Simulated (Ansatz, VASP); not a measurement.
Given: the input of a run of Ansatz 0.2.0 on Ta3Cu.

Contents of input.yaml:

```yaml
crystal:
  lattice:
    - [-1.9655463842, 1.9655463842, 4.1222648751]
    - [1.9655463842, -1.9655463842, 4.1222648751]
    - [1.9655463842, 1.9655463842, -4.1222648751]
  atoms:
    - { symbol: Ta, position: [0.5, 0.5, 0.0] }
    - { symbol: Ta, position: [0.25, 0.75, 0.5] }
    - { symbol: Ta, position: [0.75, 0.25, 0.5] }
    - { symbol: Cu, position: [0.0, 0.0, 0.0] }
hamiltonian:
  xc: r2scan
  pseudopotentials: { kind: paw }
kpoints:
  mp_grid: { grid: [9, 9, 9] }
scf:
  occupations: { method: fermi_dirac, width: 0.05 }
output:
  forces: true
  stress: true
  eigenvalues: true
```

Potentials or basis: Ansatz PAW.

Run with:

```console
$ ansatz run input.yaml --threads 2 --pin off --max-ram 5632MiB --backend cpu --events-out ev --progress --plain --runs-dir out
```

**Question.** Set up the same calculation for VASP 6.6.1. Potentials there: VASP PAW PBE potentials, release 64 (Ta_pv, Cu).

**Answer.** As run (the cutoff follows the program's own potentials):

The input POSCAR:

```
Ta3Cu
1.0
   -1.9655463842      1.9655463842      4.1222648751
    1.9655463842     -1.9655463842      4.1222648751
    1.9655463842      1.9655463842     -4.1222648751
Ta Cu
3 1
Direct
    0.5000000000      0.5000000000      0.0000000000
    0.2500000000      0.7500000000      0.5000000000
    0.7500000000      0.2500000000      0.5000000000
    0.0000000000      0.0000000000      0.0000000000
```

The input INCAR.step1:

```
  ALGO = Normal
  EDIFF = 1E-4
  ENCUT = 520
  GGA = PE
  ISMEAR = -1
  LASPH = T
  LCHARG = F
  LREAL = F
  LWAVE = T
  NBANDS = 30
  NELM = 100
  PREC = Accurate
  SIGMA = 0.05
```

INCAR.step2

```
  ALGO = Normal
  EDIFF = 1E-7
  ENCUT = 520
  ISIF = 2
  ISMEAR = -1
  ISTART = 1
  LASPH = T
  LCHARG = F
  LMIXTAU = T
  LREAL = F
  LWAVE = F
  METAGGA = R2SCAN
  NBANDS = 30
  NELM = 100
  PREC = Accurate
  SIGMA = 0.05
```

KPOINTS

```
k-points
0
Gamma
  9 9 9
```

Potentials or basis: VASP PAW PBE potentials, release 64 (Ta_pv, Cu).

Launch:

```bash
$ cat potpaw_PBE.64/Ta_pv/POTCAR potpaw_PBE.64/Cu/POTCAR > POTCAR
$ cp INCAR.step1 INCAR
$ mpirun -np 1 vasp_std > vasp.out
$ cp INCAR.step2 INCAR
$ mpirun -np 1 vasp_std > vasp.out
```

Both were run:

|  | VASP | Ansatz | Ansatz less VASP |
| --- | --- | --- | --- |
| gap on the k mesh at the Fermi level (eV) | none | none | - |
| pressure (GPa) | 10.7 | 9.9 | -0.79 |
| traceless stress, the component that is largest in VASP (GPa) | 0.08 | 0.20 | +0.123 |

VASP's potentials were made for PBE, not for r2SCAN. A gap of «none» marks a metal or a gap that the smearing closes. The functional is the same, so the differences come from potentials, cutoffs and numerics. VASP's potentials hold 44 valence electrons a cell and Ansatz's 58, so a difference there can come from the potentials and not from the codes.

Neither program's run includes spin-orbit coupling.
